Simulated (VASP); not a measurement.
# As (P6_3/mmc) in VASP: further runs, part 2 of 2

VASP 6.6.1. The steps go on from the part before.

## (4) Single point, PBEsol

This run uses another cell than the first one, of 23.48 Å³/atom.

INCAR

```
PREC     = Accurate       # precision mode
ENCUT    = 510            # plane-wave cutoff, eV
EDIFF    = 1E-6           # SCF threshold, eV
ISMEAR   = 0              # smearing method
SIGMA    = 0.1            # smearing width, eV
LREAL    = F              # projectors in reciprocal space
LASPH    = T              # aspherical terms in the spheres
NELM     = 120            # most SCF steps
ALGO     = Normal         # electronic algorithm
ISIF     = 2              # what is computed and relaxed
LWAVE    = F              # write WAVECAR
LCHARG   = F              # write CHGCAR
GGA      = PS             # functional
NBANDS   = 38             # bands
GGA_COMPAT= F
```

KPOINTS

```
Automatic mesh
0
Gamma
  6 6 2
```

POSCAR

```
As
1.0
    4.3594699120      0.0000000000      0.0000000000
   -2.1797349560      3.7754116909      0.0000000000
    0.0000000000      0.0000000000      5.7073690460
As
4
Direct
    0.0000000000      0.0000000000      0.2500000000
    0.0000000000      0.0000000000      0.7500000000
    0.3333333333      0.6666666667      0.7500000000
    0.6666666667      0.3333333333      0.2500000000
```

Potentials or basis: VASP PAW PBE potentials, release 64 (As_d).

Launch:

```
cat potpaw_PBE.64/As_d/POTCAR > POTCAR
mpirun -np 1 vasp_std > vasp.out
```

OUTCAR:

```text
PREC = Accurate
   ENCUT = 510
   EDIFF = 1E-6
   ISMEAR = 0
   LREAL = F
   LASPH = T
   NELM = 120
   ISIF = 2
   GGA = PS

 ion  position               nearest neighbor table
   1  0.000  0.000  0.250-   4 2.52   4 2.52   4 2.52   2 2.85   2 2.85
   2  0.000  0.000  0.750-   3 2.52   3 2.52   3 2.52   1 2.85   1 2.85
   3  0.333  0.667  0.750-   2 2.52   2 2.52   2 2.52
   4  0.667  0.333  0.250-   1 2.52   1 2.52   1 2.52

  LATTYP: Found a hexagonal cell.
 ALAT       =     4.3594699120
[... 759 lines left out ...]

  FORCE on cell =-STRESS in cart. coord.  units (eV):
  Direction    XX          YY          ZZ          XY          YZ          ZX
  --------------------------------------------------------------------------------------
  -------------------------------------------------------------------------------------
  Total       -0.0588760     -0.0588760     -0.0508622      0.0000000      0.0000000      0.0000000
  in kB       -1.0041873     -1.0041873     -0.8675046      0.0000000      0.0000000      0.0000000
  external PRESSURE =      -0.9586264 kB  Pullay stress =       0.0000000 kB

 VOLUME and BASIS-vectors are now :
 -----------------------------------------------------------------------------
  energy-cutoff  :      510.00
  volume of cell :       93.94
      direct lattice vectors                 reciprocal lattice vectors
     4.359469912  0.000000000  0.000000000     0.229385687  0.132435888  0.000000000
    -2.179734956  3.775411691  0.000000000     0.000000000  0.264871776  0.000000000
     0.000000000  0.000000000  5.707369046     0.000000000  0.000000000  0.175212080

 POSITION                                       TOTAL-FORCE (eV/Angst)
 -----------------------------------------------------------------------------------
      0.00000      0.00000      1.42684         0.000000      0.000000     -0.000000
      0.00000      0.00000      4.28053        -0.000000     -0.000000     -0.000000
     -0.00000      2.51694      4.28053         0.000000     -0.000000      0.000000
      2.17973      1.25847      1.42684        -0.000000      0.000000      0.000000
 -----------------------------------------------------------------------------------
    total drift:                               -0.000000      0.000000      0.000000

  FREE ENERGIE OF THE ION-ELECTRON SYSTEM (eV)
  ---------------------------------------------------
  free  energy   TOTEN  =       -18.6846798420 eV

  energy  without entropy=      -18.6688643914  energy(sigma->0) =      -18.67677212
```

OSZICAR:

```text
N       E                     dE             d eps       ncg     rms          rms(c)
DAV:   1     0.561865720690E+03    0.56187E+03   -0.25683E+04  1444   0.760E+03
DAV:   2     0.822717461956E+02   -0.47959E+03   -0.46354E+03  1072   0.124E+03
DAV:   3    -0.103971828238E+02   -0.92669E+02   -0.89885E+02  1108   0.213E+02
DAV:   4    -0.185263022231E+02   -0.81291E+01   -0.79750E+01  1264   0.713E+01
DAV:   5    -0.187676434339E+02   -0.24134E+00   -0.24086E+00  1226   0.152E+01    0.532E+00
DAV:   6    -0.187121309681E+02    0.55512E-01   -0.83575E-02  1434   0.287E+00    0.305E+00
DAV:   7    -0.186840059819E+02    0.28125E-01   -0.43966E-02  1488   0.596E+00    0.133E-01
DAV:   8    -0.186846094440E+02   -0.60346E-03   -0.70312E-03  1386   0.144E+00    0.710E-02
DAV:   9    -0.186846647954E+02   -0.55351E-04   -0.70635E-04  1450   0.335E-01    0.192E-02
DAV:  10    -0.186846794700E+02   -0.14675E-04   -0.12203E-04  1158   0.113E-01    0.517E-03
DAV:  11    -0.186846798420E+02   -0.37207E-06   -0.27371E-06  1052   0.367E-02
   1 F= -.18684680E+02 E0= -.18676772E+02  d E =-.158155E-01
```

stdout:

```text
POSCAR found type information on POSCAR As
 POSCAR found :  1 types and       4 ions
 scaLAPACK will be used
 -----------------------------------------------------------------------------
|                                                                             |
|                                                                             |
|     You enforced a specific xc type in the INCAR file but a different       |
|     I HOPE YOU KNOW WHAT YOU ARE DOING!                                     |
|                                                                             |
 -----------------------------------------------------------------------------

 LDA part: xc-table for (Slater+PW92), standard interpolation
 POSCAR, INCAR and KPOINTS ok, starting setup
 FFT: planning ... GRIDC
 FFT: planning ... GRID_SOFT
 FFT: planning ... GRID
 WAVECAR not read
 entering main loop
```

It took 23 s on 1 thread of Intel Xeon Platinum 8488C (Sapphire Rapids), shared host; peak memory 0.2 GiB.

Results:

```yaml
Free_energy: -18.6847 eV
Pressure: -0.1 GPa
Band_gap_on_the_k_mesh: zero (bands 30 and 31 overlap by 0.70 eV)
```

Levels at points of the mesh, in eV from the Fermi level:
| k point | band 28 | band 29 | band 30 | band 31 | band 32 | band 33 |
| --- | --- | --- | --- | --- | --- | --- |
| (0.00, 0.00, 0.00) | -3.03 | -3.03 | 0.69 | 0.81 | 1.11 | 1.11 |
| (0.50, 0.00, 0.00) | -2.22 | -2.11 | -1.39 | 0.18 | 4.34 | 4.48 |
| (0.00, 0.00, 0.50) | -3.44 | -2.70 | -2.70 | 1.16 | 1.16 | 1.16 |
| (0.50, 0.00, 0.50) | -2.79 | -1.13 | -1.13 | 0.87 | 0.87 | 4.48 |

Caveat: the k points lie up to 0.55 Å⁻¹ apart, too coarse for converged energies and pressures of a metal; the PAW data sets were made with another functional, which shifts forces and pressure a little.

## (5) Summary

```tsv
task	potentials or basis	cell	k mesh	cutoff (eV)	gap on the mesh (eV)	pressure (GPa)	relaxed volume (Å³/atom)
relaxation of cell and atoms	VASP PAW PBE potentials, release 64 (As)	relaxed from a = 4.548, b = 4.548, c = 5.613 Å, angles 90.0, 90.0, 120.0°, 4 atoms, atomic positions A	12 × 12 × 8	600	none	0.0	25.37
relaxation of cell and atoms	VASP PAW PBE potentials, release 64 (As)	relaxed from a = 2.928, b = 2.928, c = 9.908 Å, angles 90.0, 90.0, 120.0°, 4 atoms, atomic positions B	18 × 18 × 6	600	-	-0.1	18.43
single point	VASP PAW PBE potentials, release 64 (As_d)	a = 4.359, b = 4.359, c = 5.707 Å, angles 90.0, 90.0, 120.0°, 4 atoms, atomic positions C	6 × 6 × 2	510	none	-0.1	-
```

Alike in all rows: level PBEsol; no spin polarisation; smearing gaussian 0.1 eV.

Caveats: some runs use coarse meshes; the PAW data sets were made with another functional, which shifts forces and pressure a little; the highest band is partly filled, so the run has too few bands (at least some runs).

Absolute energies hang on the potentials; compare differences alone.
